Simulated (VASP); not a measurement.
# K4PH4S3O16 (a cell with a defect) in VASP: notebook, part 2 of 2

VASP 6.6.1. The steps go on from the part before.

## 4. Single point, PBE

INCAR

```
SYSTEM = K4PH4S3O16
PREC = Accurate
ENCUT = 520
EDIFF = 1E-6
ISMEAR = -1
SIGMA = 0.05
LREAL = .FALSE.
LASPH = .TRUE.
NELM = 120
ALGO = Normal
ISIF = 2
LWAVE = .FALSE.
LCHARG = .FALSE.
GGA = PE
NBANDS = 100
NELECT = 160.0
GGA_COMPAT = .FALSE.
```

KPOINTS

```
regular mesh
0
G
  1 1 1
  0 0 0
```

POSCAR

```
K4PH4S3O16
1.0
    7.4612390000      0.0000000000      0.0000000000
    0.5999230000      7.6708610000      0.0000000000
    0.2889980000      2.5261790000      7.2904330000
K H P S O
4 4 1 3 16
Direct
    0.1402444727      0.1949547868      0.2883916497
    0.4086493386      0.2056016592      0.7267332407
    0.4156243863      0.6634514612      0.2675012582
    0.8242055194      0.8238092673      0.6293590518
   -0.0588946340      0.4372914213      0.5490894711
    0.1711581070      0.5099823810      0.9062287521
    0.7036054752      0.3715465611     -0.0244567092
    0.8935215007      0.9494084801      0.9977596667
    0.9690447624      0.2606842987      0.8433792616
   -0.0319902735      0.6594149624      0.2577487510
    0.3581813150      0.7381345686      0.7636720617
    0.5839973160      0.1635809255      0.2685848701
    0.0421386840      0.3677680146      0.6182074508
    0.1508166637      0.1791183613      0.9393269234
    0.0918157124      0.5095267603      0.2137184444
    0.0406673874      0.7322282704      0.3961630263
    0.1805044272      0.8361977726      0.7043614556
    0.3086065700      0.5239832789      0.8631997578
    0.5143851930     -0.0063056602      0.2489015399
    0.4865164717      0.7117081113      0.6221989832
    0.4530967068      0.2476638125      0.3825561527
    0.4494085773      0.8272746910      0.8742416260
    0.5793618282      0.3079925568      0.0843296962
    0.7603767878      0.1210771400      0.3443279706
    0.8378518875      0.1260344919      0.8445588897
    0.8692777242      0.4316308930      0.9033482648
    0.9468106052      0.8215599890      0.0721356331
    0.8088432592      0.5615615962      0.3537512792
```

Potentials or basis: VASP PAW PBE potentials, release 64 (K_sv, H, P, S, O).

Launch:

```console
$ cat potpaw_PBE.64/K_sv/POTCAR potpaw_PBE.64/H/POTCAR potpaw_PBE.64/P/POTCAR potpaw_PBE.64/S/POTCAR potpaw_PBE.64/O/POTCAR > POTCAR
$ mpirun -np 1 vasp_gam > vasp.out
```

OUTCAR:

```text
SYSTEM = K4PH4S3O16
   PREC = Accurate
   ENCUT = 520
   EDIFF = 1E-6
   ISMEAR = -1
   LREAL = .FALSE.
   LASPH = .TRUE.
   NELM = 120
   ISIF = 2
   GGA = PE
   NELECT = 160.0

 ion  position               nearest neighbor table
   1  0.140  0.195  0.288-  15 2.30  21 2.57  14 2.74  12 3.30
   2  0.409  0.206  0.727-  14 2.46  21 2.58  22 2.75
   3  0.416  0.663  0.268-  19 2.66  15 2.87  22 2.89
   4  0.824  0.824  0.629-  16 2.61  24 2.63  20 2.73  17 2.76
   5  0.941  0.437  0.549-  13 0.96
   6  0.171  0.510  0.906-  18 1.07
   7  0.704  0.372  0.976-  23 1.24  26 1.39
   8  0.894  0.949  0.998-  27 1.02
   9  0.969  0.261  0.843-  25 1.48  14 1.56  26 1.65  13 1.75
  10  0.968  0.659  0.258-  28 1.49  16 1.49  15 1.54  27 1.56
  11  0.358  0.738  0.764-  22 1.47  20 1.48  17 1.48  18 1.64
  12  0.584  0.164  0.269-  24 1.43  23 1.49  19 1.50  21 1.54   1 3.30
  13  0.042  0.368  0.618-   5 0.96   9 1.75
  14  0.151  0.179  0.939-   9 1.56   2 2.46   1 2.74
  15  0.092  0.510  0.214-  10 1.54   1 2.30   3 2.87
  16  0.041  0.732  0.396-  10 1.49   4 2.61
  17  0.181  0.836  0.704-  11 1.48   4 2.76
  18  0.309  0.524  0.863-   6 1.07  11 1.64
  19  0.514  0.994  0.249-  12 1.50   3 2.66
  20  0.487  0.712  0.622-  11 1.48   4 2.73
  21  0.453  0.248  0.383-  12 1.54   1 2.57   2 2.58
  22  0.449  0.827  0.874-  11 1.47   2 2.75   3 2.89
  23  0.579  0.308  0.084-   7 1.24  12 1.49
  24  0.760  0.121  0.344-  12 1.43   4 2.63
  25  0.838  0.126  0.845-   9 1.48
  26  0.869  0.432  0.903-   7 1.39   9 1.65
  27  0.947  0.822  0.072-   8 1.02  10 1.56
  28  0.809  0.562  0.354-  10 1.49

  LATTYP: Found a triclinic cell.
 ALAT       =     7.6942846378
 B/A-ratio  =     1.9575196519
 C/A-ratio  =     1.1603829599
 COS(alpha) =     0.0141764469
 COS(beta)  =     0.5771819063
 COS(gamma) =     0.7181824897

  Lattice vectors:

 A1 = (   0.5999230000,   7.6708610000,   0.0000000000)
 A2 = (   8.3501600000,  10.1970400000,   7.2904330000)
 A3 = (   0.3109250000,   5.1446820000,  -7.2904330000)

Analysis of symmetry for initial positions (statically):
=====================================================================
 Subroutine PRICEL returns:
 Original cell was already a primitive cell.

 Routine SETGRP: Setting up the symmetry group for a
 triclinic supercell.

 Subroutine GETGRP returns: Found  1 space group operations
 (whereof  1 operations were pure point group operations)
 out of a pool of  2 trial point group operations.

The static configuration has the point symmetry C_1 .

Analysis of symmetry for dynamics (positions and initial velocities):
=====================================================================
 Subroutine PRICEL returns:
 Original cell was already a primitive cell.

 Routine SETGRP: Setting up the symmetry group for a
 triclinic supercell.

 Subroutine GETGRP returns: Found  1 space group operations
 (whereof  1 operations were pure point group operations)
 out of a pool of  2 trial point group operations.

The dynamic configuration has the point symmetry C_1 .

 Subroutine INISYM returns: Found  1 space group operations
 (whereof  1 operations are pure point group operations),
 and found     1 'primitive' translations

[... 97 lines left out ...]
 ===========================================

 Found      1 irreducible k-points:

 Following reciprocal coordinates:
            Coordinates               Weight
  0.000000  0.000000  0.000000      1.000000
   k-points           NKPTS =      1   k-points in BZ     NKDIM =      1   number of bands    NBANDS=    100
   number of dos      NEDOS =    301   number of ions     NIONS =     28
   total plane-waves  NPLWV = 201600
   dimension x,y,z NGX =    56 NGY =   60 NGZ =   60
   dimension x,y,z NGXF=   112 NGYF=  120 NGZF=  120
   ions per type =               4   4   1   3  16
   NGX,Y,Z   is equivalent  to a cutoff of  12.48, 12.96, 12.92 a.u.
   NGXF,Y,Z  is equivalent  to a cutoff of  24.96, 25.93, 25.84 a.u.
 SYSTEM =  K4PH4S3O16
   PREC   = accura    normal or accurate (medium, high low for compatibility)
   ISTART =      0    job   : 0-new  1-cont  2-samecut
   ICHARG =      2    charge: 1-file 2-atom 10-const
   ISPIN  =      1    spin polarized calculation?
   LNONCOLLINEAR =      F non collinear calculations
   LSORBIT =      F    spin-orbit coupling
   LASPH  =      T    aspherical Exc in radial PAW
   ENCUT  =  520.0 eV  38.22 Ry    6.18 a.u.  13.87 14.31 14.36*2*pi/ulx,y,z
   NELM   =    120;   NELMIN=  2; NELMDL= -5     # of ELM steps
   EDIFF  = 0.1E-05   stopping-criterion for ELM
   LREAL  =      F    real-space projection
   EDIFFG = 0.1E-04   stopping-criterion for IOM
   NSW    =      0    number of steps for IOM
   IBRION =     -1    ionic relax: 0-MD 1-quasi-New 2-CG
   NFREE  =      0    steps in history (QN), initial steepest desc. (CG)
   ISIF   =      2    stress and relaxation
   ISYM   =      2    0-nonsym 1-usesym 2-fastsym
   POTIM  = 0.5000    time-step for ionic-motion
   TEBEG  =    0.0;   TEEND  =   0.0 temperature during run
   PSTRESS=    0.0 pullay stress
   NELECT =     160.0000    total number of electrons
   NUPDOWN=      -1.0000    fix difference up-down
   EMIN   =  10.00;   EMAX   =-10.00  energy-range for DOS
   EFERMI =   0.00;   METHOD = LEGACY
   ISMEAR =    -1;   SIGMA  =   0.05  broadening in eV -4-tet -1-fermi 0-gaus
   EFERMI_NEDOS =   21; number of points for ismear=-14 and -15
   IALGO  =     38    algorithm
   IMIX   =      4    mixing-type and parameters
     AMIX     =   0.40;   BMIX     =  1.00
     AMIX_MAG =   1.60;   BMIX_MAG =  1.00
  volume/ion in A,a.u.               =      14.90       100.57
  Fermi-wavevector in a.u.,A,eV,Ry     =   1.189356  2.247558 19.246376  1.414569
  Thomas-Fermi vector in A             =   2.325466
   LORBIT       =      0    0 simple, 1 ext, 2 COOP (PROOUT), +10 PAW based schemes
   GGA     = PE    functional components
   LHFCALC =     F    Hartree Fock is set to
   AEXX    =    0.0000 exact exchange contribution
   IVDW    =     0    specifies the selected vdW correction
   LEPSILON=     F    determine dielectric tensor
   LRPA    =     F    only Hartree local field effects (RPA)
 non-spin polarized calculation
  energy-cutoff  :      520.00
  volume of cell :      417.26
 maximum number of plane-waves:      5627
 NGX is ok and might be reduce to    54
   NGX = 27   NGY = 29   NGZ = 29

 number of electron     160.0000011 magnetization

 Free energy of the ion-electron system (eV)
  ---------------------------------------------------
  ext. energy  EPLUGINS =         0.00000000
  ---------------------------------------------------
  free energy    TOTEN  =      -156.56795141 eV

  energy without entropy =     -156.56795141  energy(sigma->0) =     -156.56795141

 E-fermi :   0.5481     XC(G=0):  -8.2706

 val. band max:       -0.6934782824   @ k =   0.0000   0.0000   0.0000
 cond. band min:       3.9173647527   @ k =   0.0000   0.0000   0.0000
 fundamental gap:      4.6108430351
 Fermi energy:         0.5480997438

 k-point     1 :       0.0000    0.0000    0.0000
  band No.  band energies     occupation
      1     -28.5179      2.00000
      2     -28.3673      2.00000
      3     -28.3555      2.00000
      4     -28.0362      2.00000
      5     -23.5562      2.00000
      6     -23.4776      2.00000
[... 84 lines left out ...]
     91       7.4782      0.00000
     92       7.4864      0.00000
 [bands above 92 left out]

------------------------ aborting loop because EDIFF is reached ----------------------------------------

  FORCE on cell =-STRESS in cart. coord.  units (eV):
  Direction    XX          YY          ZZ          XY          YZ          ZX
  --------------------------------------------------------------------------------------
  -------------------------------------------------------------------------------------
  Total        2.3530335      0.6066924      4.0098829      4.1186065     -2.5260634      6.3862388
  in kB        9.0350448      2.3295432     15.3969210     15.8143919     -9.6994350     24.5215179
  external PRESSURE =       8.9205030 kB  Pullay stress =       0.0000000 kB

 VOLUME and BASIS-vectors are now :
 -----------------------------------------------------------------------------
  energy-cutoff  :      520.00
  volume of cell :      417.26
      direct lattice vectors                 reciprocal lattice vectors
     7.461239000  0.000000000  0.000000000     0.134025998 -0.010481911 -0.001680842
     0.599923000  7.670861000  0.000000000     0.000000000  0.130363462 -0.045171726
     0.288998000  2.526179000  7.290433000     0.000000000  0.000000000  0.137166064

 POSITION                                       TOTAL-FORCE (eV/Angst)
 -----------------------------------------------------------------------------------
      1.24670      2.22400      2.10250        -0.307836     -1.384137      0.266460
      3.38240      3.41300      5.29820         0.431038      0.122850      0.164984
      3.57640      5.76500      1.95020         0.188739      0.013826      0.060935
      6.82570      7.90920      4.58830        -0.001604     -0.103077      0.400380
      7.44284      4.74150      4.00310        -0.998175      0.374196     -0.879979
      1.84490      6.20130      6.60680         2.602343      0.406483     -0.684382
[... 20 lines left out ...]
      7.57810      6.48430      0.52590         0.299687     -2.455234      0.947916
      6.47410      5.20130      2.57900        -0.787288      0.713419     -1.566288
 -----------------------------------------------------------------------------------
    total drift:                                0.000483      0.001932     -0.001164

  FREE ENERGIE OF THE ION-ELECTRON SYSTEM (eV)
  ---------------------------------------------------
  free  energy   TOTEN  =      -156.5679514060 eV

  energy  without entropy=     -156.5679514059  energy(sigma->0) =     -156.56795141
```

It took 2.2 min on 1 thread of Intel Xeon 8259CL, shared host; peak memory 0.48 GiB.

What came out:

| Quantity | Value |
| --- | --- |
| Free energy | -156.5680 eV |
| Largest force | 4.648 eV/Å |

Forces in eV/Å, atoms in the order of the input:
```
K   -0.308 -1.384  0.266
K    0.431  0.123  0.165
K    0.189  0.014  0.061
K   -0.002 -0.103  0.400
H   -0.998  0.374 -0.880
H    2.602  0.406 -0.684
H    1.020 -0.024  1.086
H   -0.757  1.073 -0.327
P    3.143  3.270 -1.019
S    0.795 -1.258  1.550
S   -1.102 -0.119 -1.661
S   -3.019 -0.949  0.823
O    0.261 -1.244  3.392
O   -2.215  0.916 -0.221
O   -0.690  3.768 -0.530
O    0.700 -0.047 -1.743
O    0.989 -0.206 -0.100
O   -1.977  0.631  1.029
O    0.092  1.158  0.029
O   -0.648 -0.001  0.272
O    1.184 -0.898 -0.515
O   -0.019 -0.615  1.015
O    0.967  1.140 -2.624
O    2.083  0.238  0.791
O   -1.775 -2.128  0.398
O   -0.459 -2.393 -0.353
O    0.300 -2.455  0.948
O   -0.787  0.713 -1.566
```

Caveat: the k points lie up to 0.87 Å⁻¹ apart, too coarse for converged energies, forces and pressures; the cell carries a net charge on a neutralising background, which shifts energy and pressure; the cell is charged against a uniform background, so pressure and absolute levels hang on convention.

## 5. Single point, PBE

INCAR

```
SYSTEM = K4PH4S3O16
  PREC = Accurate
  ENCUT = 520
  EDIFF = 1E-6
  ISMEAR = -1
  SIGMA = 0.05
  LREAL = .False.
  LASPH = .True.
  NELM = 120
  ALGO = Normal
  ISIF = 2
  LWAVE = .False.
  LCHARG = .False.
  GGA = PE
  NBANDS = 100
  NELECT = 160.0
  GGA_COMPAT = .False.
```

KPOINTS

```
regular mesh
0
Gamma
  1 1 1
  0 0 0
```

POSCAR

```
K4PH4S3O16
1.0
    7.4612390000      0.0000000000      0.0000000000
    0.5999230000      7.6708610000      0.0000000000
    0.2889980000      2.5261790000      7.2904330000
K H P S O
4 4 1 3 16
Direct
    0.0785489299      0.1606059552      0.3739695571
    0.4553858198      0.1923559145      0.7441533308
    0.4221007825      0.6529430474      0.3307622469
    0.8726621093      0.7239105080      0.6929766723
   -0.0587068984      0.4561858054      0.5185151554
    0.2536882626      0.5709890823      0.9568293132
    0.6841717765      0.3898518211      0.0527677848
    0.8136871967      0.9876699497      0.8905232378
    0.9256515869      0.2684942072      0.8519658572
   -0.0451062534      0.6717496585      0.1624594863
    0.4170758198      0.7812899070      0.7636171953
    0.5634296080      0.1682371690      0.2902708248
    0.0167254114      0.3661790442      0.6198260103
    0.0831803182      0.1328796410      0.9597098005
    0.0570813453      0.5238952333      0.0986361167
    0.0833440548      0.7538271285      0.2474475796
    0.2623314580      0.9092277175      0.6644186978
    0.3549494367      0.5740970043      0.8706753083
    0.4128511898      0.0767060170      0.2287244118
    0.5254122083      0.7621661974      0.6104987180
    0.4991169529      0.3058170118      0.3823641202
    0.5200435211      0.8359632618      0.8851874779
    0.5818812911      0.3061050635      0.0820253063
    0.7442431785      0.0581496977      0.3503084110
    0.8096585456      0.1310443445      0.7789935111
    0.8261399120      0.4127017476      0.9134436871
    0.8486947294      0.7892556218      0.0041286985
    0.8316867007      0.6028742738      0.3387864617
```

Launch:

```console
$ cat potpaw_PBE.64/K_sv/POTCAR potpaw_PBE.64/H/POTCAR potpaw_PBE.64/P/POTCAR potpaw_PBE.64/S/POTCAR potpaw_PBE.64/O/POTCAR > POTCAR
$ mpirun -np 1 vasp_gam > vasp.out
```

Wall time 2.1 min (1 thread of Intel Xeon 8259CL, shared host); peak memory 0.49 GiB.

The run converged. Its results:

```yaml
Free_energy: -155.0345 eV
Largest_force: 6.734 eV/Å
```

Forces on the atoms (eV/Å):
```
K    0.128 -0.042 -0.359
K   -0.516  0.559  0.555
K    0.210  0.505 -0.302
K    0.265  0.345 -0.711
H   -0.277  0.056  0.171
H   -0.876  0.168  0.687
H   -0.096 -0.628  0.083
H    0.456  1.843 -1.488
P    3.846 -4.996 -2.364
S    0.703 -0.255  3.720
S   -2.566 -0.922 -3.635
S   -0.865 -0.932 -3.565
O   -0.108  0.644  2.135
O   -1.956  2.714 -1.187
O   -0.358  0.696  0.788
O    1.348  1.013 -1.344
O   -0.084 -0.106  2.320
O    0.426  0.792 -1.157
O    1.857  0.329  2.854
O    1.374 -1.844 -0.172
O    0.305 -1.457  1.136
O    0.266  1.271  1.971
O    0.120  0.077  1.150
O   -2.921  1.570 -0.364
O   -0.716 -0.877  2.650
O    0.787  0.403 -1.235
O   -0.198  0.709 -0.142
O   -0.555 -1.635 -2.194
```

Levels at points of the mesh, in eV from the Fermi level:
```
           k point  band 78  band 79  band 80  band 81  band 82  band 83
(0.00, 0.00, 0.00)    -1.92    -1.75    -1.29     2.29     3.39     4.21
```

Caveat: the k points lie up to 0.87 Å⁻¹ apart, too coarse for converged energies, forces and pressures; the cell carries a net charge on a neutralising background, which shifts energy and pressure; the cell is charged against a uniform background, so pressure and absolute levels hang on convention; the atoms stand as in a frame of molecular dynamics.
